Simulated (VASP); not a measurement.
# Al5P2 (I-4m2) in VASP: relaxation of cell and atoms with PBE

Aim: the relaxation of cell and atoms of Al5P2 with PBE.

All numbers are computed with VASP 6.6.1; they aren't measurements. Logs are shortened: lines on timing, memory, paths and dates and some standing lists are left out, and cuts for length are marked.

### Step 1. The cell of the first run

The structure is tetragonal, space group I-4m2 (No. 119). Conventional cell: a = 3.850 Å, b = 3.850 Å, c = 17.200 Å, α = 90.00°, β = 90.00°, γ = 90.00°. Al (site symmetry -4m2) has 4 P at 2.29 Å within 3.0 Å. Within 3.0 Å of Al (site symmetry 2mm) lie 2 P at 2.29 Å and 4 Al at 2.64 Å. Al (site symmetry -4m2) has 8 Al at 2.64 to 2.72 Å within 3.5 Å. Al (site symmetry -4m2) has 8 Al at 2.64 to 2.72 Å and 2 P at 3.05 Å within 3.5 Å. Within 3.1 Å of P (site symmetry 2mm) lie 5 Al at 2.29 to 3.05 Å.

### Step 2. Relaxation of cell and atoms, PBE

File INCAR:

```
ALGO = Normal ; EDIFF = 1E-6
EDIFFG = -0.08 ; ENCUT = 600
GGA = PE ; IBRION = 2
ISIF = 3 ; ISMEAR = 0
LASPH = True ; LCHARG = False
LREAL = False ; LWAVE = False
NELM = 100 ; NSW = 36
PREC = Accurate ; SIGMA = 0.2
```

File KPOINTS:

```
k-points
0
Gamma
  6 6 6
```

File POSCAR:

```
Al5P2
1.0
   -1.9250000000      1.9250000000      8.6000000000
    1.9250000000     -1.9250000000      8.6000000000
    1.9250000000      1.9250000000     -8.6000000000
Al P
5 2
Direct
    0.0000000000      0.0000000000      0.0000000000
    0.3550000000      0.3550000000      0.0000000000
    0.6450000000      0.6450000000      0.0000000000
    0.2500000000      0.7500000000      0.5000000000
    0.7500000000      0.2500000000      0.5000000000
    0.9275000000      0.4275000000      0.5000000000
    0.5725000000      0.0725000000      0.5000000000
```

Potentials or basis: VASP PAW PBE potentials, release 64 (Al, P).

Run with:

```console
> cat potpaw_PBE.64/Al/POTCAR potpaw_PBE.64/P/POTCAR > POTCAR
> mpirun -np 1 vasp_std > vasp.out
```

OUTCAR:

```text
EDIFF = 1E-6
   EDIFFG = -0.08
   ENCUT = 600
   GGA = PE
   IBRION = 2
   ISIF = 3
   ISMEAR = 0
   LASPH = True
   LREAL = False
   NELM = 100
   NSW = 36
   PREC = Accurate

 ion  position               nearest neighbor table
   1  0.000  0.000  0.000-   7 2.29   6 2.29   7 2.29   6 2.29
   2  0.355  0.355  0.000-   6 2.29   6 2.29   5 2.64   4 2.64   4 2.64   5 2.64
   3  0.645  0.645  0.000-   7 2.29   7 2.29   4 2.64   4 2.64   5 2.64   5 2.64
   4  0.250  0.750  0.500-   2 2.64   3 2.64   2 2.64   3 2.64   5 2.72   5 2.72   5 2.72   5 2.72

   5  0.750  0.250  0.500-   2 2.64   3 2.64   2 2.64   3 2.64   4 2.72   4 2.72   4 2.72   4 2.72
                             7 3.05   6 3.05
   6  0.928  0.428  0.500-   1 2.29   1 2.29   2 2.29   2 2.29   5 3.05
   7  0.572  0.072  0.500-   1 2.29   1 2.29   3 2.29   3 2.29   5 3.05

  LATTYP: Found a body centered tetragonal cell.
 ALAT       =     3.8500000000
 C/A-ratio  =     4.4675324675

  Lattice vectors:

 A1 = (  -1.9250000000,   1.9250000000,   8.6000000000)
 A2 = (   1.9250000000,  -1.9250000000,   8.6000000000)
 A3 = (   1.9250000000,   1.9250000000,  -8.6000000000)

Analysis of symmetry for initial positions (statically):
=====================================================================
 Subroutine PRICEL returns:
 Original cell was already a primitive cell.

 Routine SETGRP: Setting up the symmetry group for a
 body centered tetragonal supercell.

 Subroutine GETGRP returns: Found  8 space group operations
 (whereof  8 operations were pure point group operations)
 out of a pool of 16 trial point group operations.

The static configuration has the point symmetry D_2d.

Analysis of symmetry for dynamics (positions and initial velocities):
=====================================================================
 Subroutine PRICEL returns:
 Original cell was already a primitive cell.

 Routine SETGRP: Setting up the symmetry group for a
 body centered tetragonal supercell.

 Subroutine GETGRP returns: Found  8 space group operations
 (whereof  8 operations were pure point group operations)
 out of a pool of 16 trial point group operations.

The dynamic configuration has the point symmetry D_2d.

 Subroutine INISYM returns: Found  8 space group operations
 (whereof  8 operations are pure point group operations),
 and found     1 'primitive' translations

[... 115 lines left out ...]
   NELECT =      25.0000    total number of electrons
   NUPDOWN=      -1.0000    fix difference up-down
   EMIN   =  10.00;   EMAX   =-10.00  energy-range for DOS
   EFERMI =   0.00;   METHOD = LEGACY
   ISMEAR =     0;   SIGMA  =   0.20  broadening in eV -4-tet -1-fermi 0-gaus
   EFERMI_NEDOS =   21; number of points for ismear=-14 and -15
   IALGO  =     38    algorithm
   IMIX   =      4    mixing-type and parameters
     AMIX     =   0.40;   BMIX     =  1.00
     AMIX_MAG =   1.60;   BMIX_MAG =  1.00
  volume/ion in A,a.u.               =      18.21       122.89
  Fermi-wavevector in a.u.,A,eV,Ry     =   0.951148  1.797410 12.308958  0.904683
  Thomas-Fermi vector in A             =   2.079591
   LORBIT       =      0    0 simple, 1 ext, 2 COOP (PROOUT), +10 PAW based schemes
   GGA     = PE    functional components
   LHFCALC =     F    Hartree Fock is set to
   AEXX    =    0.0000 exact exchange contribution
   IVDW    =     0    specifies the selected vdW correction
   LEPSILON=     F    determine dielectric tensor
   LRPA    =     F    only Hartree local field effects (RPA)
 conjugate gradient relaxation of ions
 non-spin polarized calculation
 Gauss-broadening in eV      SIGMA  =   0.20
  energy-cutoff  :      600.00
  volume of cell :      127.47
 maximum number of plane-waves:      4306
   NGX = 35   NGY = 35   NGZ = 35

--------------------------------------- Ionic step        1  -------------------------------------------

 number of electron      25.0000000 magnetization

 Free energy of the ion-electron system (eV)
  ---------------------------------------------------
  ext. energy  EPLUGINS =         0.00000000
  ---------------------------------------------------
  free energy    TOTEN  =       -29.80945876 eV

  energy without entropy =      -29.73727624  energy(sigma->0) =      -29.77336750

------------------------ aborting loop because EDIFF is reached ----------------------------------------

  FORCE on cell =-STRESS in cart. coord.  units (eV):
  Direction    XX          YY          ZZ          XY          YZ          ZX
  --------------------------------------------------------------------------------------
  -------------------------------------------------------------------------------------
  Total        8.6754061      8.6754061      9.8674153      0.0000000      0.0000000      0.0000000
  in kB      109.0386551    109.0386551    124.0206712      0.0000000      0.0000000      0.0000000
  external PRESSURE =     114.0326604 kB  Pullay stress =       0.0000000 kB
[... 274 lines left out ...]
--------------------------------------- Ionic step        8  -------------------------------------------

 number of electron      25.0000000 magnetization

 Free energy of the ion-electron system (eV)
  ---------------------------------------------------
  ext. energy  EPLUGINS =         0.00000000
  ---------------------------------------------------
  free energy    TOTEN  =       -30.48797926 eV

  energy without entropy =      -30.44373225  energy(sigma->0) =      -30.46585575

 E-fermi :   5.6547     XC(G=0):  -9.1849

 val. band max:        5.6475318944   @ k =   0.3333   0.1667   0.1667
 cond. band min:       5.6593318531   @ k =   0.5000   0.3333   0.0000
 fundamental gap:      0.0117999587
 Fermi energy:         5.6546964608

 k-point     1 :       0.0000    0.0000    0.0000
  band No.  band energies     occupation
      1      -6.5455      2.00000
      2      -5.5043      2.00000
      3      -3.6877      2.00000
      4      -0.0277      2.00000
      5       0.4586      2.00000
      6       2.8174      2.00000
[... 433 lines left out ...]
      3      -3.2959      2.00000
      4      -0.6498      2.00000
      5       1.0685      2.00000
      6       1.8337      2.00000
[... 8 lines left out ...]
     15       7.3161      0.00000
     16       8.3083      0.00000

 [... further k-points ...]

------------------------ aborting loop because EDIFF is reached ----------------------------------------

  FORCE on cell =-STRESS in cart. coord.  units (eV):
  Direction    XX          YY          ZZ          XY          YZ          ZX
  --------------------------------------------------------------------------------------
  -------------------------------------------------------------------------------------
  Total       -0.0925092     -0.0925092     -0.0606288      0.0000000      0.0000000      0.0000000
  in kB       -1.0245855     -1.0245855     -0.6714942      0.0000000      0.0000000      0.0000000
  external PRESSURE =      -0.9068884 kB  Pullay stress =       0.0000000 kB
[... 22 lines left out ...]
  FREE ENERGIE OF THE ION-ELECTRON SYSTEM (eV)
  ---------------------------------------------------
  free  energy   TOTEN  =       -30.4879792619 eV

  energy  without entropy=      -30.4437322455  energy(sigma->0) =      -30.46585575

 reached required accuracy - stopping structural energy minimisation
```

OSZICAR:

```text
N       E                     dE             d eps       ncg     rms          rms(c)
DAV:   1     0.702352428600E+02    0.70235E+02   -0.10066E+04   960   0.137E+03
DAV:   2    -0.255664189421E+02   -0.95802E+02   -0.94863E+02  1248   0.180E+02
DAV:   3    -0.307380991993E+02   -0.51717E+01   -0.50954E+01  1272   0.425E+01
[... 72 lines left out ...]
DAV:   2    -0.304880392846E+02    0.50569E-04   -0.11573E-03  1208   0.226E-01    0.506E-02
DAV:   3    -0.304879943869E+02    0.44898E-04   -0.17193E-04  1296   0.664E-02    0.232E-02
DAV:   4    -0.304879843152E+02    0.10072E-04   -0.13907E-05  1344   0.227E-02    0.123E-02
DAV:   5    -0.304879799550E+02    0.43602E-05   -0.73305E-06  1264   0.136E-02    0.766E-03
DAV:   6    -0.304879792619E+02    0.69318E-06   -0.66888E-07   664   0.447E-03
   8 F= -.30487979E+02 E0= -.30465856E+02  d E =-.105980E-02
```

Wall time 39 min (1 thread of Intel Xeon 8259CL, shared host); peak memory 0.83 GiB.

What came out:

| Item | Value |
| --- | --- |
| Free energy | -30.4880 eV |
| Relaxed volume | 20.67 Å³/atom |
| Relaxed cell | a = 9.920 Å, b = 9.920 Å, c = 9.920 Å, α = 157.35°, β = 157.35°, γ = 32.25° |
| Space group after relaxing (to 0.1 Å) | I-4m2 (No. 119) |
| Energy gained by relaxing | 96.9 meV/atom |
| Ionic steps | 8 |
| Pressure after relaxing | -0.1 GPa |
| Largest force after relaxing | 0.036 eV/Å |
| Band gap on the k mesh | zero (an odd number of electrons rules out a gap without spin polarisation) |

Forces on the atoms (eV/Å):
```
Al   0.000  0.000  0.000
Al   0.000  0.000  0.036
Al   0.000  0.000 -0.036
Al   0.000  0.000  0.000
Al   0.000  0.000  0.000
P    0.000  0.000  0.034
P    0.000  0.000 -0.034
```

Step by step:
| step | energy change (eV) | largest force (eV/Å) | pressure (GPa) | volume (Å³) |
| --- | --- | --- | --- | --- |
| 1 | 0.0000 | 0.5584 | 11.40 | 127.47 |
| 2 | -0.4970 | 0.2760 | -3.39 | 152.91 |
| 3 | -0.5783 | 0.3604 | -0.16 | 145.10 |
| 4 | -0.6132 | 0.1677 | -0.16 | 145.18 |
| 5 | -0.6471 | 0.3072 | -0.18 | 145.28 |
| 6 | -0.6726 | 0.1740 | -0.02 | 144.69 |
| 7 | -0.6775 | 0.1009 | 0.09 | 144.30 |
| 8 | -0.6785 | 0.0359 | -0.09 | 144.66 |

Final structure:
```
CELL_PARAMETERS angstrom
-1.94804 1.94804 9.53000
1.94804 -1.94804 9.53000
1.94804 1.94804 -9.53000
ATOMIC_POSITIONS crystal
Al 0.00000 0.00000 0.00000
Al 0.35189 0.35189 0.00000
Al 0.64811 0.64811 0.00000
Al 0.25000 0.75000 0.50000
Al 0.75000 0.25000 0.50000
P 0.92709 0.42709 0.50000
P 0.57291 0.07291 0.50000
```

Levels at points of the mesh, in eV from the Fermi level:
```csv
k point,band 8,band 9,band 10,band 11,band 12,band 13,band 14,band 15,band 16
"(0.00, 0.00, 0.00)",-2.10,-2.10,-1.25,-0.35,-0.35,-0.06,0.75,1.54,1.60
"(0.50, 0.00, 0.00)",-3.40,-1.98,-1.95,-1.91,-0.55,1.19,1.45,1.66,2.09
"(0.50, 0.50, 0.00)",-4.08,-3.98,-3.97,-3.53,-2.51,-1.73,0.12,0.65,0.87
"(0.50, 0.50, 0.50)",-2.89,-1.92,-1.92,-0.62,-0.62,0.01,1.15,1.41,1.82
```

Caveat: the relaxation stopped at a loose force limit of 0.08 eV/Å, so its end isn't a converged minimum.
